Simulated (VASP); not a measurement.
# GaN (gw.c) (F-43m) in VASP: G0W0 quasiparticle levels with PBE

Aim: the G0W0 quasiparticle levels of GaN (gw.c) with PBE.

Everything below comes from runs of VASP 6.6.1. Logs are shortened: lines on timing, memory, paths and dates and some standing lists are left out, and cuts for length are marked.

**1. The cell of the first run**

The structure is cubic, space group F-43m (No. 216). Conventional cell: a = 4.548 Å, b = 4.548 Å, c = 4.548 Å, α = 90.00°, β = 90.00°, γ = 90.00°. Ga (site symmetry -43m) has 4 N at 1.97 Å within 2.6 Å. N (site symmetry -43m) has 4 Ga at 1.97 Å within 2.6 Å.

**2. G0W0 quasiparticle levels, PBE**

The input, POSCAR:

```
GaN
1.0
    0.0000000000      2.2742384986      2.2742384986
    2.2742384986      0.0000000000      2.2742384986
    2.2742384986      2.2742384986      0.0000000000
Ga N
1 1
Direct
    0.0000000000      0.0000000000      0.0000000000
    0.7500000000      0.7500000000      0.7500000000
```

The input, INCAR.step1:

```
SYSTEM = GaN
PREC = Accurate ; ENCUT = 500
EDIFF = 1E-8 ; ISMEAR = 0
SIGMA = 0.01 ; LREAL = .False.
LASPH = .True. ; NELM = 100
ALGO = Normal ; LWAVE = .True.
LCHARG = .False. ; GGA = PE
```

The input, INCAR.step2:

```
SYSTEM = GaN
PREC = Accurate ; ENCUT = 500
EDIFF = 1E-8 ; ISMEAR = 0
SIGMA = 0.01 ; LREAL = .False.
LASPH = .True. ; NELM = 1
ALGO = Exact ; LWAVE = .True.
LCHARG = .False. ; GGA = PE
NBANDS = 47 ; LOPTICS = .True.
ISTART = 1
```

The input, INCAR.step3:

```
SYSTEM = GaN
PREC = Accurate ; ENCUT = 500
EDIFF = 1E-8 ; ISMEAR = 0
SIGMA = 0.01 ; LREAL = .False.
LASPH = .True. ; ALGO = EVGW0
LWAVE = .False. ; LCHARG = .False.
GGA = PE ; NELMGW = 1
NBANDS = 47 ; ENCUTGW = 80.0
NOMEGA = 48 ; PRECFOCK = Fast
ISTART = 1 ; NBANDSGW = 17
```

The input, KPOINTS:

```
regular mesh
0
Gamma
  4 4 4
  0 0 0
```

Potentials or basis: VASP PAW PBE potentials, release 64 (Ga_d_GW, N_GW).

Command:

```
$ cat potpaw_PBE.64/Ga_d_GW/POTCAR potpaw_PBE.64/N_GW/POTCAR > POTCAR
$ cp INCAR.step1 INCAR
$ mpirun -np 1 vasp_std > vasp.out
$ cp INCAR.step2 INCAR
$ mpirun -np 1 vasp_std > vasp.out
$ cp INCAR.step3 INCAR
$ mpirun -np 1 vasp_std > vasp.out
```

OUTCAR:

```text
SYSTEM = GaN
   PREC = Accurate
   ENCUT = 500
   EDIFF = 1E-8
   ISMEAR = 0
   LREAL = .False.
   LASPH = .True.
   GGA = PE
   NELMGW = 1
   ENCUTGW = 80.0
   PRECFOCK = Fast
   ISTART = 1

 ion  position               nearest neighbor table
   1  0.000  0.000  0.000-   2 1.97   2 1.97   2 1.97   2 1.97
   2  0.750  0.750  0.750-   1 1.97   1 1.97   1 1.97   1 1.97

  LATTYP: Found a face centered cubic cell.
 ALAT       =     4.5484769972

  Lattice vectors:

 A1 = (   0.0000000000,   2.2742384986,   2.2742384986)
 A2 = (   2.2742384986,   0.0000000000,   2.2742384986)
 A3 = (   2.2742384986,   2.2742384986,   0.0000000000)

Analysis of symmetry for initial positions (statically):
=====================================================================
 Subroutine PRICEL returns:
 Original cell was already a primitive cell.

 Routine SETGRP: Setting up the symmetry group for a
 face centered cubic supercell.

 Subroutine GETGRP returns: Found 24 space group operations
 (whereof 24 operations were pure point group operations)
 out of a pool of 48 trial point group operations.

The static configuration has the point symmetry T_d .

Analysis of symmetry for dynamics (positions and initial velocities):
=====================================================================
 Subroutine PRICEL returns:
 Original cell was already a primitive cell.

 Routine SETGRP: Setting up the symmetry group for a
 face centered cubic supercell.

 Subroutine GETGRP returns: Found 24 space group operations
 (whereof 24 operations were pure point group operations)
 out of a pool of 48 trial point group operations.

The dynamic configuration has the point symmetry T_d .

 Subroutine INISYM returns: Found 24 space group operations
 (whereof 24 operations are pure point group operations),
 and found     1 'primitive' translations

----------------------------------------------------------------------------------------

                                     Primitive cell

  volume of cell :      23.5255

  direct lattice vectors                    reciprocal lattice vectors
     0.000000000  2.274238499  2.274238499    -0.219853811  0.219853811  0.219853811
     2.274238499  0.000000000  2.274238499     0.219853811 -0.219853811  0.219853811
     2.274238499  2.274238499  0.000000000     0.219853811  0.219853811 -0.219853811

  length of vectors
     3.216258929  3.216258929  3.216258929     0.380797970  0.380797970  0.380797970

  position of ions in fractional coordinates (direct lattice)
     0.000000000  0.000000000  0.000000000
     0.750000000  0.750000000  0.750000000

  ion indices of the primitive-cell ions
   primitive index   ion index
                 1           1
                 2           2

----------------------------------------------------------------------------------------

 KPOINTS: regular mesh

Automatic generation of k-mesh.
 Grid dimensions read from file:
 generate k-points for:    4    4    4

 Generating k-lattice:

  Cartesian coordinates                     Fractional coordinates (reciprocal lattice)
    -0.054963453  0.054963453  0.054963453     0.250000000  0.000000000  0.000000000
     0.054963453 -0.054963453  0.054963453     0.000000000  0.250000000  0.000000000
     0.054963453  0.054963453 -0.054963453     0.000000000  0.000000000  0.250000000

  Length of vectors
     0.095199493  0.095199493  0.095199493

  Shift w.r.t. Gamma in fractional coordinates (k-lattice)
     0.000000000  0.000000000  0.000000000

 Subroutine IBZKPT returns following result:
 ===========================================

 Found      8 irreducible k-points:

 Following reciprocal coordinates:
            Coordinates               Weight
  0.000000  0.000000  0.000000      1.000000
  0.250000  0.000000  0.000000      8.000000
  0.500000  0.000000  0.000000      4.000000
  0.250000  0.250000  0.000000      6.000000
  0.500000  0.250000  0.000000     24.000000
 -0.250000  0.250000  0.000000     12.000000
  0.500000  0.500000  0.000000      3.000000
 -0.250000  0.500000  0.250000      6.000000
   k-points           NKPTS =      8   k-points in BZ     NKDIM =     64   number of bands    NBANDS=     47
   number of dos      NEDOS =    301   number of ions     NIONS =      2
   total plane-waves  NPLWV =  13824
   dimension x,y,z NGX =    24 NGY =   24 NGZ =   24
   dimension x,y,z NGXF=    48 NGYF=   48 NGZF=   48
   ions per type =               1   1
   NGX,Y,Z   is equivalent  to a cutoff of  12.41, 12.41, 12.41 a.u.
   NGXF,Y,Z  is equivalent  to a cutoff of  24.81, 24.81, 24.81 a.u.
 SYSTEM =  GaN
   PREC   = accura    normal or accurate (medium, high low for compatibility)
   ISTART =      1    job   : 0-new  1-cont  2-samecut
   ICHARG =      0    charge: 1-file 2-atom 10-const
   ISPIN  =      1    spin polarized calculation?
   LNONCOLLINEAR =      F non collinear calculations
   LSORBIT =      F    spin-orbit coupling
   LASPH  =      T    aspherical Exc in radial PAW
   ENCUT  =  500.0 eV  36.75 Ry    6.06 a.u.   5.86  5.86  5.86*2*pi/ulx,y,z
   NELM   =     60;   NELMIN=  2; NELMDL=  0     # of ELM steps
   EDIFF  = 0.1E-07   stopping-criterion for ELM
   LREAL  =      F    real-space projection
   EDIFFG = 0.1E-06   stopping-criterion for IOM
   NSW    =      0    number of steps for IOM
   IBRION =     -1    ionic relax: 0-MD 1-quasi-New 2-CG
   NFREE  =      0    steps in history (QN), initial steepest desc. (CG)
   ISIF   =      0    stress and relaxation
   ISYM   =      3    0-nonsym 1-usesym 2-fastsym
   POTIM  = 0.5000    time-step for ionic-motion
   TEBEG  =    0.0;   TEEND  =   0.0 temperature during run
   PSTRESS=    0.0 pullay stress
   NELECT =      18.0000    total number of electrons
   NUPDOWN=      -1.0000    fix difference up-down
   EMIN   =  10.00;   EMAX   =-10.00  energy-range for DOS
   EFERMI =   0.00;   METHOD = LEGACY
   ISMEAR =     0;   SIGMA  =   0.01  broadening in eV -4-tet -1-fermi 0-gaus
   EFERMI_NEDOS =   21; number of points for ismear=-14 and -15
   IALGO  =     38    algorithm
   IMIX   =      4    mixing-type and parameters
     AMIX     =   0.40;   BMIX     =  1.00
     AMIX_MAG =   1.60;   BMIX_MAG =  1.00
  volume/ion in A,a.u.               =      11.76        79.38
  Fermi-wavevector in a.u.,A,eV,Ry     =   1.497337  2.829557 30.504523  2.242019
  Thomas-Fermi vector in A             =   2.609238
   LORBIT       =      0    0 simple, 1 ext, 2 COOP (PROOUT), +10 PAW based schemes
   GGA     = PE    functional components
   LHFCALC =     T    Hartree Fock is set to
   PRECFOCK=fast      Normal, Fast or Accurate (Low or Medium for compatibility)
   ENCUT4O =  -1.0   cutoff for four orbital integrals eV
   NKREDX  =     1    reduce k-point grid by
   NKREDY  =     1    reduce k-point grid by
   NKREDZ  =     1    reduce k-point grid by
   AEXX    =    1.0000 exact exchange contribution
   HFSCREEN=    0.0000 screening length (either q_TF or 0.3 A-1)
   HFSCREENC=   0.0000 screening length for correlation (either q_TF or 0.3 A-1)
   ENCUTFOCK=  -1.0 apply spherical cutoff to Coloumb kernel
   IVDW    =     0    specifies the selected vdW correction
   LEPSILON=     F    determine dielectric tensor
   LRPA    =     F    only Hartree local field effects (RPA)
   LRPAFORCE           =     F    calculate RPA forces
   ENCUTGW             =  80.0    cutoff for response function in eV
   ENCUTGWSOFT         =  64.0    soft cutoff for Coulomb kernel in GW response function in eV
   ENCUTLF             =  -1.0    cutoff for local field effects
   NELMGW              =     1    number of iterations in solving QP/BSE equation
   NELMHF              =     1    number of iterations in the inner HF iteration
   NKREDLFX            =     1    NKREDLFY  =   1   NKREDLFZ  =   1
 non-spin polarized calculation
 Gauss-broadening in eV      SIGMA  =   0.01
  energy-cutoff  :      500.00
  volume of cell :       23.53
 maximum number of plane-waves:       610
  NGX = 14; NGY = 14; NGZ = 14
   NGX = 11   NGY = 11   NGZ = 11
 maximum number of plane-waves:        51
 NGX is ok and might be reduce to    10

 QP shifts <psi_nk| G(iteration)W_0 |psi_nk>: iteration 1
 for sc-GW calculations column KS-energies equals QP-energies in previous step
 and V_xc(KS)=  KS-energies - (<T + V_ion + V_H > + <T+V_H+V_ion>^1  + <V_x>^1)

 k-point   1 :       0.0000    0.0000    0.0000
  band No.  KS-energies  QP-energies   sigma(KS)   V_xc(KS)     V^pw_x(r,r')   Z            occupation Imag(sigma)

      1     -10.8567     -11.6609     -16.0382     -14.8207     -24.4869       0.6605       2.0000       1.1244
      2      -8.6596     -12.1205     -26.3315     -21.5094     -34.8381       0.7177       2.0000       0.2919
      3      -8.6596     -12.1205     -26.3315     -21.5094     -34.8381       0.7177       2.0000       0.2919
      4      -8.6596     -12.1205     -26.3315     -21.5094     -34.8381       0.7177       2.0000       0.2919
      5      -8.3714     -11.9603     -26.7719     -21.8068     -35.1934       0.7228       2.0000       0.2300
      6      -8.3714     -11.9603     -26.7719     -21.8068     -35.1934       0.7228       2.0000       0.2300
[... 9 lines left out ...]
     16      23.3985      23.7098      -9.0989      -9.4994      -2.9165       0.7774       0.0000      -0.7468
     17      23.3985      23.7098      -9.0989      -9.4994      -2.9165       0.7774       0.0000      -0.7468

 k-point   2 :       0.2500    0.0000    0.0000
  band No.  KS-energies  QP-energies   sigma(KS)   V_xc(KS)     V^pw_x(r,r')   Z            occupation Imag(sigma)

      1     -10.3666     -11.5397     -18.0356     -16.2958     -26.5336       0.6743       2.0000       0.9645
      2      -8.6038     -12.0866     -26.4172     -21.5733     -34.9200       0.7190       2.0000       0.2873
      3      -8.6038     -12.0866     -26.4172     -21.5733     -34.9200       0.7190       2.0000       0.2873
      4      -8.3664     -11.9612     -26.7738     -21.8109     -35.2046       0.7243       2.0000       0.2328
      5      -8.3664     -11.9612     -26.7738     -21.8109     -35.2046       0.7243       2.0000       0.2328
      6      -8.2719     -11.3194     -24.6115     -20.3679     -32.8860       0.7181       2.0000       0.3998
[... 9 lines left out ...]
     16      21.4210      21.9613     -10.0019     -10.6959      -4.4346       0.7786       0.0000      -0.4336
     17      26.9553      27.9146      -9.6495     -10.8730      -3.1003       0.7841       0.0000      -0.9892

 k-point   3 :       0.5000    0.0000    0.0000
  band No.  KS-energies  QP-energies   sigma(KS)   V_xc(KS)     V^pw_x(r,r')   Z            occupation Imag(sigma)
[... 85 lines left out ...]
      1      -9.9331     -12.0725     -22.1900     -19.1086     -30.8781       0.6943       2.0000       0.6390
      2      -8.5783     -12.0532     -26.1823     -21.3517     -34.5667       0.7194       2.0000       0.2607
      3      -8.3839     -11.9549     -26.8110     -21.8747     -35.3301       0.7234       2.0000       0.2733
      4      -8.3839     -11.9549     -26.8110     -21.8747     -35.3301       0.7234       2.0000       0.2733
      5      -8.3008     -11.9131     -26.8693     -21.8962     -35.3148       0.7264       2.0000       0.2314
      6      -6.6488      -8.6796     -22.0476     -19.1967     -29.9313       0.7123       2.0000       0.5218
[... 9 lines left out ...]
     16      29.1860      30.3769      -9.8318     -11.3358      -4.1035       0.7918       0.0000      -0.7261
     17      29.9522      31.1301     -10.1805     -11.6720      -4.1919       0.7898       0.0000      -0.8869

 k-point   8 :      -0.2500    0.5000    0.2500
  band No.  KS-energies  QP-energies   sigma(KS)   V_xc(KS)     V^pw_x(r,r')   Z            occupation Imag(sigma)

      1      -9.9287     -12.0303     -22.0717     -19.0397     -30.7567       0.6931       2.0000       0.6469
      2      -8.5223     -12.0196     -26.3668     -21.5126     -34.7925       0.7205       2.0000       0.2611
      3      -8.5028     -12.0517     -26.6017     -21.6869     -35.0967       0.7221       2.0000       0.2730
      4      -8.3630     -11.9586     -26.8476     -21.8840     -35.3417       0.7244       2.0000       0.2590
      5      -8.3599     -11.9398     -26.7360     -21.7898     -35.1693       0.7238       2.0000       0.2361
      6      -6.3920      -8.5015     -22.7164     -19.7584     -30.6541       0.7131       2.0000       0.4951
[... 9 lines left out ...]
     16      27.9028      29.1841     -11.4704     -13.1350      -4.6228       0.7698       0.0000      -1.1686
     17      28.4416      29.6035     -10.5304     -11.9903      -4.4079       0.7959       0.0000      -0.9799
```

Wall time 66 s (1 thread of Intel Xeon 8259CL, shared host); peak memory 0.22 GiB.

What came out:

| Property | Result |
| --- | --- |
| Band gap on the k mesh, mean-field level | 1.53 eV, direct |
| Quasiparticle gap | 2.44 eV |
| Least direct quasiparticle gap | 2.44 eV |

Levels at points of the mesh, in eV from the valence-band top:
```
           k point  band 7  band 8  band 9  band 10  band 11  band 12
(0.00, 0.00, 0.00)    0.00    0.00    0.00     1.53    10.09    10.09
(0.50, 0.00, 0.00)   -6.89   -0.94   -0.94     4.43     8.58    10.17
(0.50, 0.50, 0.00)   -6.04   -2.62   -2.62     3.31     6.47    11.51
```

Caveat: the k points lie up to 0.60 Å⁻¹ apart; bands, screening cutoff and mesh are small and nothing is extrapolated, so the quasiparticle values aren't converged.
